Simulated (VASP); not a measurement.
Here is a VASP 6.6.1 calculation.

The input INCAR:

```
  ALGO = Normal
  EDIFF = 1E-6
  ENCUT = 520
  GGA = PS
  ISIF = 2
  ISMEAR = 0
  LASPH = T
  LCHARG = F
  LREAL = F
  LWAVE = F
  NBANDS = 15
  NELM = 80
  PREC = Accurate
  SIGMA = 0.15
```

File KPOINTS:

```
k-points
0
Gamma
  24 24 24
```

File POSCAR:

```
TiC
1.0
    0.0000000000      2.0930183472      2.1466854843
    2.0930183472      0.0000000000      2.1466854843
    2.0930183472      2.0930183472      0.0000000000
Ti C
1 1
Direct
    0.0000000000      0.0000000000      0.0000000000
    0.5000000000      0.5000000000      0.5000000000
```

Potentials or basis: VASP PAW PBE potentials, release 64 (Ti_sv, C).

Command:

```bash
$ cat potpaw_PBE.64/Ti_sv/POTCAR potpaw_PBE.64/C/POTCAR > POTCAR
$ mpirun -np 1 vasp_std > vasp.out
```

Question: Estimate the band gap on the k mesh.

Answer: Zero (bands 8 and 9 overlap by 1.26 eV).

Question: Predict the pressure.

Answer: 15.5 GPa.

Stress tensor (GPa, compression positive):
```
19.93  0.00  0.00
 0.00 19.93  0.00
 0.00  0.00  6.77
```

Caveat: the cell differs from its parent crystal (strain -0.025 along x and y, +0.000 along z); the cell stands under pressure; the PAW data sets were made with another functional, which shifts forces and pressure a little.
